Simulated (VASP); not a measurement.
# CoSi4 (Im-3m) in VASP: further runs

The runs below take CoSi4 through single point, relaxation of cell and atoms, with PBE.

Everything below comes from runs of VASP 6.6.1. Logs are shortened: lines on timing, memory, paths and dates and some standing lists are left out, and cuts for length are marked.

## Step 1: The cell of the first run

It takes space group Im-3m (No. 229, cubic). The conventional cell has a = 5.265 Å, b = 5.265 Å, c = 5.265 Å, α = 90.00°, β = 90.00°, γ = 90.00°. Co (site symmetry m-3m) has 8 Si at 2.28 Å within 3.0 Å. Si (site symmetry -3m) has 2 Co at 2.28 Å and 6 Si at 2.63 Å within 3.0 Å.

## Step 2: Single point, PBE

Contents of INCAR:

```
SYSTEM = CoSi4
PREC = Accurate
ENCUT = 520
EDIFF = 1E-6
ISMEAR = 0
SIGMA = 0.1
LREAL = .FALSE.
LASPH = .TRUE.
NELM = 80
ALGO = Normal
ISIF = 2
LWAVE = .FALSE.
LCHARG = .FALSE.
GGA = PE
NBANDS = 20
```

Contents of KPOINTS:

```
regular mesh
0
G
  10 10 10
  0 0 0
```

Contents of POSCAR:

```
CoSi4
1.0
   -2.6323659914      2.6323659914      2.6323659914
    2.6323659914     -2.6323659914      2.6323659914
    2.6323659914      2.6323659914     -2.6323659914
Co Si
1 4
Direct
    0.0000000000      0.0000000000      0.0000000000
    0.0000000000      0.0000000000      0.5000000000
    0.0000000000      0.5000000000      0.0000000000
    0.5000000000      0.0000000000      0.0000000000
    0.5000000000      0.5000000000      0.5000000000
```

Potentials or basis: VASP PAW PBE potentials, release 64 (Co, Si).

The run is started by

```sh
> cat potpaw_PBE.64/Co/POTCAR potpaw_PBE.64/Si/POTCAR > POTCAR
> mpirun -np 1 vasp_std > vasp.out
```

OUTCAR:

```text
SYSTEM = CoSi4
   PREC = Accurate
   ENCUT = 520
   EDIFF = 1E-6
   ISMEAR = 0
   LREAL = .FALSE.
   LASPH = .TRUE.
   NELM = 80
   ISIF = 2
   GGA = PE

 ion  position               nearest neighbor table
   1  0.000  0.000  0.000-   2 2.28   3 2.28   4 2.28   5 2.28   2 2.28   3 2.28   4 2.28   5 2.28

   2  0.000  0.000  0.500-   1 2.28   1 2.28   4 2.63   5 2.63   3 2.63   3 2.63   4 2.63   5 2.63

   3  0.000  0.500  0.000-   1 2.28   1 2.28   4 2.63   5 2.63   2 2.63   2 2.63   5 2.63   4 2.63

   4  0.500  0.000  0.000-   1 2.28   1 2.28   3 2.63   5 2.63   5 2.63   2 2.63   2 2.63   3 2.63

   5  0.500  0.500  0.500-   1 2.28   1 2.28   3 2.63   4 2.63   4 2.63   3 2.63   2 2.63   2 2.63

  LATTYP: Found a body centered cubic cell.
 ALAT       =     5.2647319828

  Lattice vectors:

 A1 = (  -2.6323659914,   2.6323659914,   2.6323659914)
 A2 = (   2.6323659914,  -2.6323659914,   2.6323659914)
 A3 = (   2.6323659914,   2.6323659914,  -2.6323659914)

Analysis of symmetry for initial positions (statically):
=====================================================================
 Subroutine PRICEL returns:
 Original cell was already a primitive cell.

 Routine SETGRP: Setting up the symmetry group for a
 body centered cubic supercell.

 Subroutine GETGRP returns: Found 48 space group operations
 (whereof 48 operations were pure point group operations)
 out of a pool of 48 trial point group operations.

The static configuration has the point symmetry O_h .

Analysis of symmetry for dynamics (positions and initial velocities):
=====================================================================
 Subroutine PRICEL returns:
 Original cell was already a primitive cell.

 Routine SETGRP: Setting up the symmetry group for a
 body centered cubic supercell.

 Subroutine GETGRP returns: Found 48 space group operations
 (whereof 48 operations were pure point group operations)
 out of a pool of 48 trial point group operations.

The dynamic configuration has the point symmetry O_h .

 Subroutine INISYM returns: Found 48 space group operations
 (whereof 48 operations are pure point group operations),
 and found     1 'primitive' translations

----------------------------------------------------------------------------------------

                                     Primitive cell
[... 91 lines left out ...]
   ISPIN  =      1    spin polarized calculation?
   LNONCOLLINEAR =      F non collinear calculations
   LSORBIT =      F    spin-orbit coupling
   LASPH  =      T    aspherical Exc in radial PAW
   ENCUT  =  520.0 eV  38.22 Ry    6.18 a.u.   8.48  8.48  8.48*2*pi/ulx,y,z
   NELM   =     80;   NELMIN=  2; NELMDL= -5     # of ELM steps
   EDIFF  = 0.1E-05   stopping-criterion for ELM
   LREAL  =      F    real-space projection
   EDIFFG = 0.1E-04   stopping-criterion for IOM
   NSW    =      0    number of steps for IOM
   IBRION =     -1    ionic relax: 0-MD 1-quasi-New 2-CG
   NFREE  =      0    steps in history (QN), initial steepest desc. (CG)
   ISIF   =      2    stress and relaxation
   ISYM   =      2    0-nonsym 1-usesym 2-fastsym
   POTIM  = 0.5000    time-step for ionic-motion
   TEBEG  =    0.0;   TEEND  =   0.0 temperature during run
   PSTRESS=    0.0 pullay stress
   NELECT =      25.0000    total number of electrons
   NUPDOWN=      -1.0000    fix difference up-down
   EMIN   =  10.00;   EMAX   =-10.00  energy-range for DOS
   EFERMI =   0.00;   METHOD = LEGACY
   ISMEAR =     0;   SIGMA  =   0.10  broadening in eV -4-tet -1-fermi 0-gaus
   EFERMI_NEDOS =   21; number of points for ismear=-14 and -15
   IALGO  =     38    algorithm
   IMIX   =      4    mixing-type and parameters
     AMIX     =   0.40;   BMIX     =  1.00
     AMIX_MAG =   1.60;   BMIX_MAG =  1.00
  volume/ion in A,a.u.               =      14.59        98.47
  Fermi-wavevector in a.u.,A,eV,Ry     =   1.145571  2.164815 17.855364  1.312332
  Thomas-Fermi vector in A             =   2.282259
   LORBIT       =      0    0 simple, 1 ext, 2 COOP (PROOUT), +10 PAW based schemes
   GGA     = PE    functional components
   LHFCALC =     F    Hartree Fock is set to
   AEXX    =    0.0000 exact exchange contribution
   IVDW    =     0    specifies the selected vdW correction
   LEPSILON=     F    determine dielectric tensor
   LRPA    =     F    only Hartree local field effects (RPA)
 non-spin polarized calculation
 Gauss-broadening in eV      SIGMA  =   0.10
  energy-cutoff  :      520.00
  volume of cell :       72.96
 maximum number of plane-waves:      1982
 NGX is ok and might be reduce to    36
   NGX = 17   NGY = 17   NGZ = 17

 number of electron      25.0000006 magnetization

 Free energy of the ion-electron system (eV)
  ---------------------------------------------------
  ext. energy  EPLUGINS =         0.00000000
  ---------------------------------------------------
  free energy    TOTEN  =       -28.19542636 eV

  energy without entropy =      -28.17930017  energy(sigma->0) =      -28.18736327

 E-fermi :   9.3512     XC(G=0): -11.0937

 val. band max:        9.3416617817   @ k =   0.1000   0.0000   0.0000
 cond. band min:       9.3691670221   @ k =  -0.2000   0.3000   0.1000
 fundamental gap:      0.0275052404
 Fermi energy:         9.3511557842

 k-point     1 :       0.0000    0.0000    0.0000
  band No.  band energies     occupation
      1      -4.1148      2.00000
      2       3.1601      2.00000
      3       3.1601      2.00000
      4       3.1601      2.00000
      5       5.1253      2.00000
      6       5.1253      2.00000
[... 541 lines left out ...]
     19      14.2805      0.00000
     20      15.0056      0.00000

 [... further k-points ...]
[... 5 lines left out ...]
  --------------------------------------------------------------------------------------
  -------------------------------------------------------------------------------------
  Total        0.0267927      0.0267927      0.0267927      0.0000000     -0.0000000      0.0000000
  in kB        0.5883404      0.5883404      0.5883404      0.0000000     -0.0000000      0.0000000
  external PRESSURE =       0.5883404 kB  Pullay stress =       0.0000000 kB

 VOLUME and BASIS-vectors are now :
 -----------------------------------------------------------------------------
  energy-cutoff  :      520.00
  volume of cell :       72.96
      direct lattice vectors                 reciprocal lattice vectors
    -2.632365991  2.632365991  2.632365991     0.000000000  0.189943192  0.189943192
     2.632365991 -2.632365991  2.632365991     0.189943192  0.000000000  0.189943192
     2.632365991  2.632365991 -2.632365991     0.189943192  0.189943192  0.000000000

 POSITION                                       TOTAL-FORCE (eV/Angst)
 -----------------------------------------------------------------------------------
      0.00000      0.00000      0.00000         0.000000     -0.000000      0.000000
      1.31618      1.31618     -1.31618        -0.000000     -0.000000      0.000000
      1.31618     -1.31618      1.31618         0.000000      0.000000      0.000000
     -1.31618      1.31618      1.31618        -0.000000      0.000000      0.000000
      1.31618      1.31618      1.31618         0.000000     -0.000000     -0.000000
 -----------------------------------------------------------------------------------
    total drift:                               -0.000000     -0.000000     -0.000000

  FREE ENERGIE OF THE ION-ELECTRON SYSTEM (eV)
  ---------------------------------------------------
  free  energy   TOTEN  =       -28.1954263640 eV

  energy  without entropy=      -28.1793001725  energy(sigma->0) =      -28.18736327
```

OSZICAR:

```text
N       E                     dE             d eps       ncg     rms          rms(c)
DAV:   1     0.106001490412E+03    0.10600E+03   -0.10086E+04  1888   0.113E+03
DAV:   2    -0.215479634772E+02   -0.12755E+03   -0.12150E+03  1940   0.232E+02
DAV:   3    -0.291991897439E+02   -0.76512E+01   -0.73933E+01  2420   0.616E+01
DAV:   4    -0.293851329703E+02   -0.18594E+00   -0.18489E+00  2340   0.883E+00
DAV:   5    -0.293895545021E+02   -0.44215E-02   -0.44198E-02  2420   0.149E+00    0.157E+01
DAV:   6    -0.340892356018E+02   -0.46997E+01   -0.59192E+01  2372   0.107E+02    0.211E+01
DAV:   7    -0.281751461359E+02    0.59141E+01   -0.15647E+01  2520   0.928E+01    0.499E+00
DAV:   8    -0.283479375974E+02   -0.17279E+00   -0.35739E+00  2956   0.172E+01    0.441E+00
DAV:   9    -0.281948093128E+02    0.15313E+00   -0.91698E-01  2772   0.130E+01    0.765E-01
DAV:  10    -0.281953832056E+02   -0.57389E-03   -0.14904E-02  2244   0.107E+00    0.519E-01
DAV:  11    -0.281955701757E+02   -0.18697E-03   -0.26445E-03  2572   0.651E-01    0.133E-01
DAV:  12    -0.281954291881E+02    0.14099E-03   -0.11120E-03  2720   0.488E-01    0.420E-02
DAV:  13    -0.281954272034E+02    0.19847E-05   -0.56957E-05  2928   0.858E-02    0.880E-03
DAV:  14    -0.281954263640E+02    0.83935E-06   -0.38412E-06  2064   0.235E-02
   1 F= -.28195426E+02 E0= -.28187363E+02  d E =-.161262E-01
```

stdout:

```text
POSCAR found type information on POSCAR CoSi
 POSCAR found :  2 types and       5 ions
 scaLAPACK will be used
 LDA part: xc-table for (Slater+PW92), standard interpolation
 POSCAR, INCAR and KPOINTS ok, starting setup
 FFT: planning ... GRIDC
 FFT: planning ... GRID_SOFT
 FFT: planning ... GRID
 WAVECAR not read
 entering main loop
```

Wall time 25 s (1 thread of Intel Xeon 6975P-C (Granite Rapids), shared host); peak memory 0.23 GiB.

What came out:

```yaml
Free_energy: -28.1954 eV
Pressure: 0.1 GPa
```

Levels at points of the mesh, in eV from the Fermi level:
| k point | band 9 | band 10 | band 11 | band 12 | band 13 | band 14 | band 15 | band 16 |
| --- | --- | --- | --- | --- | --- | --- | --- | --- |
| (0.00, 0.00, 0.00) | -3.23 | -3.23 | -2.95 | -2.95 | -0.20 | -0.20 | -0.20 | 0.50 |
| (0.50, 0.00, 0.00) | -3.39 | -1.48 | -1.24 | -1.20 | 0.35 | 0.66 | 2.00 | 2.00 |
| (0.50, 0.50, 0.50) | -4.12 | -1.27 | -1.27 | 1.10 | 1.68 | 1.68 | 1.68 | 3.91 |

## Step 3: Single point, PBE, collinear spin, ferromagnetic start

This run uses another cell than the first one, of 13.93 Å³/atom, 0.955 times its volume.

Contents of INCAR:

```
PREC = Accurate
ENCUT = 520
EDIFF = 1E-6
ISMEAR = 0
SIGMA = 0.1
LREAL = False
LASPH = True
NELM = 150
ALGO = Normal
ISIF = 2
LWAVE = False
LCHARG = False
ISPIN = 2
MAGMOM = 3 0 0 0 0
LORBIT = 11
LMAXMIX = 4
GGA = PE
NBANDS = 24
```

Contents of KPOINTS:

```
regular mesh
0
Gamma
  6 6 6
```

Changes to POSCAR since step 2:

```diff
@@ -2,5 +2,5 @@
 1.0
-   -2.6323659914      2.6323659914      2.6323659914
-    2.6323659914     -2.6323659914      2.6323659914
-    2.6323659914      2.6323659914     -2.6323659914
+   -2.5921668100      2.5921668100      2.5921668100
+    2.5921668100     -2.5921668100      2.5921668100
+    2.5921668100      2.5921668100     -2.5921668100
 Co Si
```

Potentials or basis: VASP PAW PBE potentials, release 64 (Co, Si).

The run is started by

```sh
> cat potpaw_PBE.64/Co/POTCAR potpaw_PBE.64/Si/POTCAR > POTCAR
> mpirun -np 1 vasp_std > vasp.out
```

Wall time 23 s (1 thread of Intel Xeon 6975P-C (Granite Rapids), shared host); peak memory 0.25 GiB.

It converged, with:

```yaml
Free_energy: -28.0997 eV
Pressure: 6.7 GPa
Net_moment: 0.00 μB per cell
Valence_electrons_inside_the_program's_atomic_spheres: Co 9.05; Si 1.61
```

Levels at points of the mesh, in eV from the Fermi level:
Spin up:
```
           k point  band 9  band 10  band 11  band 12  band 13  band 14  band 15  band 16
(0.00, 0.00, 0.00)   -3.41    -3.41    -3.23    -3.23    -0.17    -0.17    -0.17     0.41
(0.50, 0.00, 0.00)   -3.66    -1.59    -1.37    -1.34     0.33     0.63     2.03     2.12
(0.50, 0.50, 0.50)   -4.38    -1.42    -1.42     1.57     1.73     1.73     1.73     3.82
```
Spin down:
```csv
k point,band 9,band 10,band 11,band 12,band 13,band 14,band 15,band 16
"(0.00, 0.00, 0.00)",-3.41,-3.41,-3.22,-3.22,-0.17,-0.17,-0.17,0.41
"(0.50, 0.00, 0.00)",-3.66,-1.59,-1.37,-1.34,0.33,0.63,2.03,2.12
"(0.50, 0.50, 0.50)",-4.38,-1.41,-1.41,1.57,1.73,1.73,1.73,3.82
```

Caveat: the starting moments collapsed, and a magnetic state may lie lower.

## Step 4: Single point, PBE, collinear spin, ferromagnetic start

Contents of INCAR:

```
SYSTEM = CoSi4
PREC = Accurate
ENCUT = 520
EDIFF = 1E-6
ISMEAR = 0
SIGMA = 0.1
LREAL = .False.
LASPH = .True.
NELM = 150
ALGO = Normal
ISIF = 2
LWAVE = .False.
LCHARG = .False.
ISPIN = 2
MAGMOM = 3 0 0 0 0
LORBIT = 11
LMAXMIX = 4
GGA = PE
NBANDS = 24
```

Contents of KPOINTS:

```
regular mesh
0
Gamma
  6 6 6
  0 0 0
```

Changes to POSCAR since step 3:

```diff
@@ -2,5 +2,5 @@
 1.0
-   -2.5921668100      2.5921668100      2.5921668100
-    2.5921668100     -2.5921668100      2.5921668100
-    2.5921668100      2.5921668100     -2.5921668100
+   -2.6319489549      2.6319489549      2.6319489549
+    2.6319489549     -2.6319489549      2.6319489549
+    2.6319489549      2.6319489549     -2.6319489549
 Co Si
```

The run is started by

```sh
> cat potpaw_PBE.64/Co/POTCAR potpaw_PBE.64/Si/POTCAR > POTCAR
> mpirun -np 1 vasp_std > vasp.out
```

Wall time 25 s (1 thread of Intel Xeon 6975P-C (Granite Rapids), shared host); peak memory 0.25 GiB.

Results (log left out):

| Property | Result |
| --- | --- |
| Free energy | -28.1674 eV |
| Pressure | 0.3 GPa |
| Net moment | 0.00 μB per cell |
| Valence electrons inside the program's atomic spheres | Co 8.92; Si 1.59 |

Levels at points of the mesh, in eV from the Fermi level:
Spin up:
```
           k point  band 8  band 9  band 10  band 11  band 12  band 13  band 14  band 15  band 16  band 17
(0.00, 0.00, 0.00)   -3.23   -3.23    -3.23    -2.96    -2.96    -0.21    -0.21    -0.21     0.50     2.16
(0.50, 0.00, 0.00)   -3.62   -3.40    -1.48    -1.25    -1.21     0.36     0.66     2.00     2.00     3.97
(0.50, 0.50, 0.50)   -4.13   -4.13    -1.28    -1.28     1.10     1.67     1.67     1.67     3.91     3.91
```
Spin down:
```
           k point  band 9  band 10  band 11  band 12  band 13  band 14  band 15  band 16
(0.00, 0.00, 0.00)   -3.23    -3.23    -2.96    -2.96    -0.21    -0.21    -0.21     0.50
(0.50, 0.00, 0.00)   -3.40    -1.48    -1.25    -1.21     0.36     0.66     2.00     2.00
(0.50, 0.50, 0.50)   -4.12    -1.28    -1.28     1.10     1.67     1.67     1.67     3.91
```

Caveat: the starting moments collapsed, and a magnetic state may lie lower.

## Step 5: Relaxation of cell and atoms, PBE

Contents of INCAR:

```
ALGO = Normal ; EDIFF = 1E-6
EDIFFG = -0.01 ; ENCUT = 600
GGA = PE ; IBRION = 2
ISIF = 3 ; ISMEAR = 0
LASPH = T ; LCHARG = F
LREAL = F ; LWAVE = F
NELM = 80 ; NSW = 100
PREC = Accurate ; SIGMA = 0.1
```

Contents of KPOINTS:

```
k-points
0
Gamma
  10 10 10
```

POSCAR is that of step 4.

The run is started by

```sh
> cat potpaw_PBE.64/Co/POTCAR potpaw_PBE.64/Si/POTCAR > POTCAR
> mpirun -np 1 vasp_std > vasp.out
```

It took 23 s on 1 thread of Intel Xeon 6975P-C (Granite Rapids), shared host; peak memory 0.24 GiB.

The run converged. Its results:

* Free energy: -28.1954 eV
* Pressure after relaxing: 0.1 GPa

Final structure:
```
Co Si
1.0
    -2.63195    2.63195    2.63195
     2.63195   -2.63195    2.63195
     2.63195    2.63195   -2.63195
Co Si
1 4
Direct
  0.00000 0.00000 0.00000
  0.00000 0.00000 0.50000
  0.00000 0.50000 0.00000
  0.50000 0.00000 0.00000
  0.50000 0.50000 0.50000
```

Levels at points of the mesh, in eV from the Fermi level:
```tsv
k point	band 9	band 10	band 11	band 12	band 13	band 14	band 15	band 16
(0.00, 0.00, 0.00)	-3.23	-3.23	-2.95	-2.95	-0.20	-0.20	-0.20	0.50
(0.50, 0.00, 0.00)	-3.40	-1.48	-1.24	-1.20	0.35	0.66	2.00	2.00
(0.50, 0.50, 0.50)	-4.12	-1.27	-1.27	1.10	1.68	1.68	1.68	3.91
```

Caveat: the relaxation stopped at its first step, so nothing moved. Spin polarisation is off, so any magnetic state and its effect on volume and gap are missing.

## Step 6: Relaxation of cell and atoms, PBE, collinear spin, ferromagnetic start

This run uses another cell than the first one, of 13.93 Å³/atom, 0.955 times its volume.

Contents of INCAR:

```
SYSTEM = CoSi4
PREC = Accurate ; ENCUT = 600
EDIFF = 1E-6 ; ISMEAR = 0
SIGMA = 0.1 ; LREAL = .False.
LASPH = .True. ; NELM = 150
ALGO = Normal ; ISIF = 3
LWAVE = .False. ; LCHARG = .False.
ISPIN = 2 ; MAGMOM = 3 0 0 0 0
LORBIT = 11 ; LMAXMIX = 4
GGA = PE ; IBRION = 2
NSW = 90 ; EDIFFG = -0.04
```

Contents of KPOINTS:

```
regular mesh
0
Gamma
  6 6 6
  0 0 0
```

Changes to POSCAR since step 5:

```diff
@@ -2,5 +2,5 @@
 1.0
-   -2.6319489549      2.6319489549      2.6319489549
-    2.6319489549     -2.6319489549      2.6319489549
-    2.6319489549      2.6319489549     -2.6319489549
+   -2.5921668100      2.5921668100      2.5921668100
+    2.5921668100     -2.5921668100      2.5921668100
+    2.5921668100      2.5921668100     -2.5921668100
 Co Si
```

Potentials or basis: VASP PAW PBE potentials, release 64 (Co, Si).

The run is started by

```sh
> cat potpaw_PBE.64/Co/POTCAR potpaw_PBE.64/Si/POTCAR > POTCAR
> mpirun -np 1 vasp_std > vasp.out
```

Wall time 53 s (1 thread of Intel Xeon 6975P-C (Granite Rapids), shared host); peak memory 0.26 GiB.

The run converged. Its results:

* Free energy: -28.1671 eV
* Relaxed volume: 14.62 Å³/atom
* Relaxed cell: a = 4.562 Å, b = 4.562 Å, c = 4.562 Å, α = 109.47°, β = 109.47°, γ = 109.47°
* Space group after relaxing (to 0.05 Å): Im-3m (No. 229)
* Energy gained by relaxing: 13.4 meV/atom
* Ionic steps: 3
* Pressure after relaxing: 0.0 GPa
* Net moment: 0.00 μB per cell
* Valence electrons inside the program's atomic spheres: Co 8.91; Si 1.58

The path:
| step | energy change (eV) | largest force (eV/Å) | pressure (GPa) | volume (Å³) |
| --- | --- | --- | --- | --- |
| 1 | 0.0000 | 0.0000 | 6.65 | 69.67 |
| 2 | -0.0358 | 0.0000 | -3.79 | 75.66 |
| 3 | -0.0672 | 0.0000 | -0.01 | 73.10 |

Final structure:
```xyz
5
Lattice="-2.6340 2.6340 2.6340 2.6340 -2.6340 2.6340 2.6340 2.6340 -2.6340" Properties=species:S:1:pos:R:3 pbc="T T T"
Co    0.0000    0.0000    0.0000
Si    1.3170    1.3170   -1.3170
Si    1.3170   -1.3170    1.3170
Si   -1.3170    1.3170    1.3170
Si    1.3170    1.3170    1.3170
```

Levels at points of the mesh, in eV from the Fermi level:
Spin up:
```
           k point  band 8  band 9  band 10  band 11  band 12  band 13  band 14  band 15  band 16  band 17
(0.00, 0.00, 0.00)   -3.22   -3.22    -3.22    -2.94    -2.94    -0.21    -0.21    -0.21     0.51     2.17
(0.50, 0.00, 0.00)   -3.61   -3.39    -1.48    -1.25    -1.20     0.36     0.66     2.00     2.00     3.96
(0.50, 0.50, 0.50)   -4.11   -4.11    -1.27    -1.27     1.08     1.67     1.67     1.67     3.92     3.92
```
Spin down:
```tsv
k point	band 8	band 9	band 10	band 11	band 12	band 13	band 14	band 15	band 16	band 17
(0.00, 0.00, 0.00)	-3.22	-3.22	-3.22	-2.94	-2.94	-0.21	-0.21	-0.21	0.51	2.17
(0.50, 0.00, 0.00)	-3.61	-3.39	-1.48	-1.25	-1.20	0.36	0.66	2.00	2.00	3.96
(0.50, 0.50, 0.50)	-4.11	-4.11	-1.27	-1.27	1.08	1.67	1.67	1.67	3.92	3.92
```

Caveat: the starting moments collapsed, and a magnetic state may lie lower.
